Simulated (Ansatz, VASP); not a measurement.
**One calculation of TaAs, two programs**

Contents of POSCAR:

```
TaAs
1.0
   -1.7218133622      1.7218133622      5.8679415361
    1.7218133622     -1.7218133622      5.8679415361
    1.7218133622      1.7218133622     -5.8679415361
Ta As
2 2
Direct
    0.4999673000      0.9999673000      0.5000000000
    0.7499673000      0.7499673000      0.0000000000
    0.0826321200      0.5826321200      0.5000000000
    0.3326321200      0.3326321200      0.0000000000
```

Contents of INCAR.step1:

```
PREC     = Accurate       # precision mode
ENCUT    = 520            # plane-wave cutoff, eV
ISMEAR   = 0              # smearing method
SIGMA    = 0.1            # smearing width, eV
LREAL    = False          # projectors in reciprocal space
LASPH    = True           # aspherical terms in the spheres
NELM     = 60             # most SCF steps
NBANDS   = 24             # bands
GGA      = PE             # functional
ALGO     = Normal         # electronic algorithm
EDIFF    = 1E-4           # SCF threshold, eV
LWAVE    = True           # write WAVECAR
LCHARG   = False          # write CHGCAR
```

Contents of INCAR.step2:

```
PREC     = Accurate       # precision mode
ENCUT    = 520            # plane-wave cutoff, eV
EDIFF    = 1E-6           # SCF threshold, eV
ISMEAR   = 0              # smearing method
SIGMA    = 0.1            # smearing width, eV
LREAL    = False          # projectors in reciprocal space
LASPH    = True           # aspherical terms in the spheres
NELM     = 60             # most SCF steps
ALGO     = Normal         # electronic algorithm
ISIF     = 2              # what is computed and relaxed
LWAVE    = False          # write WAVECAR
LCHARG   = False          # write CHGCAR
METAGGA  = R2SCAN         # meta-GGA
LMIXTAU  = True         
NBANDS   = 24             # bands
ISTART   = 1
```

File KPOINTS:

```
Automatic mesh
0
Gamma
  8 8 8
```

Input for Ansatz:

```yaml
crystal:
  lattice:
    - [-1.7218133622, 1.7218133622, 5.8679415361]
    - [1.7218133622, -1.7218133622, 5.8679415361]
    - [1.7218133622, 1.7218133622, -5.8679415361]
  atoms:
    - { symbol: Ta, position: [0.4999673, 0.9999673, 0.5] }
    - { symbol: Ta, position: [0.7499673, 0.7499673, 0.0] }
    - { symbol: As, position: [0.08263212, 0.58263212, 0.5] }
    - { symbol: As, position: [0.33263212, 0.33263212, 0.0] }
basis:
  ecutwfc: 500
kpoints:
  mp_grid: { grid: [8, 8, 8] }
hamiltonian:
  xc: r2scan
scf:
  occupations: { method: gaussian, width: 0.1 }
output:
  forces: true
  stress: true
  eigenvalues: true
```

Alike in both runs: task single point; functional r2SCAN; k mesh 8 × 8 × 8; occupations gaussian, width 0.1 eV; no spin polarisation.

|  | VASP | Ansatz |
| --- | --- | --- |
| version | VASP 6.6.1 | Ansatz 0.2.0 |
| potentials or method | VASP PAW PBE potentials, release 64 (Ta_pv, As), cutoff 520 eV | scalar-relativistic, plane waves, PAW |
| valence electrons in the cell | 32 | 56 |

```tsv
	VASP	Ansatz	Ansatz less VASP
gap on the k mesh at the Fermi level (eV)	none	none	-
pressure (GPa)	0.0	-0.5	-0.50
traceless stress, the component that is largest in VASP (GPa)	0.13	0.18	+0.058
rms of the force components (eV/Å)	0.003	0.003	0.0000
```

VASP's potentials were made for PBE, not for r2SCAN. Atom by atom the forces differ by 0.000 eV/Å (rms over components). A gap of «none» marks a metal or a gap that the smearing closes. With one functional, cell and mesh, what is left measures potentials, basis and numerics. VASP's potentials hold 32 valence electrons a cell and Ansatz's 56, so a difference there can come from the potentials and not from the codes.

Spin-orbit coupling is off throughout.
